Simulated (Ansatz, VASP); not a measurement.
## Two plane-wave programs on VN2

Contents of INCAR:

```
SYSTEM = VN2
ALGO     = Normal         ! electronic algorithm
EDIFF    = 1E-6           ! SCF threshold, eV
ENCUT    = 520            ! plane-wave cutoff, eV
GGA      = PE             ! functional
ISIF     = 2              ! what is computed and relaxed
ISMEAR   = 0              ! smearing method
LASPH    = .TRUE.         ! aspherical terms in the spheres
LCHARG   = .TRUE.         ! write CHGCAR
LELF     = .TRUE.         ! ELF
LREAL    = .FALSE.        ! projectors in reciprocal space
LVHAR    = .TRUE.       
LWAVE    = .FALSE.        ! write WAVECAR
NBANDS   = 32             ! bands
NELM     = 80             ! most SCF steps
PREC     = Accurate       ! precision mode
SIGMA    = 0.15           ! smearing width, eV
```

Contents of KPOINTS:

```
k-points
0
G
  16 16 16
  0 0 0
```

File POSCAR:

```
VN2
1.0
   -2.0456815399      2.0456815399      2.4221350486
    2.0456815399     -2.0456815399      2.4221350486
    2.0456815399      2.0456815399     -2.4221350486
V N
2 4
Direct
    0.2500000000      0.2500000000      0.0000000000
    0.7500000000      0.7500000000      0.0000000000
    0.1135731475      0.6135731475      0.7271462950
    0.6135731475      0.8864268525      0.5000000000
    0.8864268525      0.3864268525      0.2728537050
    0.3864268525      0.1135731475      0.5000000000
```

Input for Ansatz:

```yaml
crystal:
  lattice:
    - [-2.0456815399, 2.0456815399, 2.4221350486]
    - [2.0456815399, -2.0456815399, 2.4221350486]
    - [2.0456815399, 2.0456815399, -2.4221350486]
  atoms:
    - { symbol: V, position: [0.25, 0.25, 0.0] }
    - { symbol: V, position: [0.75, 0.75, 0.0] }
    - { symbol: "N", position: [0.1135731475, 0.6135731475, 0.727146295] }
    - { symbol: "N", position: [0.6135731475, 0.8864268525, 0.5] }
    - { symbol: "N", position: [0.8864268525, 0.3864268525, 0.272853705] }
    - { symbol: "N", position: [0.3864268525, 0.1135731475, 0.5] }
basis:
  ecutwfc: 420
kpoints:
  mp_grid: { grid: [16, 16, 16] }
hamiltonian:
  xc: pbe
scf:
  occupations: { method: gaussian, width: 0.15 }
output:
  forces: true
  stress: true
  eigenvalues: true
```

Change from the starting cell: strain -0.050 along x and y, -0.025 along z, atoms carried along.

Alike in both runs: task single point; functional PBE; k mesh 16 × 16 × 16; occupations gaussian, width 0.15 eV; no spin polarisation.

|  | VASP | Ansatz |
| --- | --- | --- |
| version | VASP 6.6.1 | Ansatz 0.2.0 |
| potentials or method | VASP PAW PBE potentials, release 64 (V_sv, N), cutoff 520 eV | scalar-relativistic, plane waves, PAW |
| valence electrons in the cell | 46 | 46 |

|  | VASP | Ansatz | Ansatz less VASP |
| --- | --- | --- | --- |
| gap on the k mesh at the Fermi level (eV) | none | none | - |
| pressure (GPa) | 58.0 | 56.6 | -1.33 |
| traceless stress, the component that is largest in VASP (GPa) | -15.31 | -15.17 | +0.147 |
| rms of the force components (eV/Å) | 0.670 | 0.644 | -0.0263 |

Atom by atom the forces differ by 0.026 eV/Å (rms over components). A gap of «none» marks a metal or a gap that the smearing closes. Both programs put the cell under a high pressure, so it lies far from rest at this level.
